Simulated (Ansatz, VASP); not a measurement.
# Two plane-wave programs on Ga

```
CELL_PARAMETERS angstrom
0.00000 2.97961 2.97961
2.97961 0.00000 2.97961
2.97961 2.97961 0.00000
ATOMIC_POSITIONS crystal
Ga 0.12500 0.12500 0.12500
Ga 0.87500 0.87500 0.87500
```

Alike in both runs: task relaxation of cell and atoms; functional PBE; k mesh 9 × 9 × 9; occupations fermi-dirac, width 0.1 eV; no spin polarisation.

|  | VASP | Ansatz |
| --- | --- | --- |
| version | VASP 6.6.1 | Ansatz 0.2.0 |
| potentials or method | VASP PAW PBE potentials, release 64 (Ga_d), cutoff 600 eV | plane waves (420 eV) with PAW, scalar-relativistic |
| valence electrons in the cell | 26 | 26 |

|  | VASP | Ansatz | Ansatz less VASP |
| --- | --- | --- | --- |
| relaxed volume (Å³/atom) | 25.52 | 25.43 | -0.090 |
| relaxed cell length with the largest relative difference (Å) | 4.164 | 4.159 | -0.0049 |
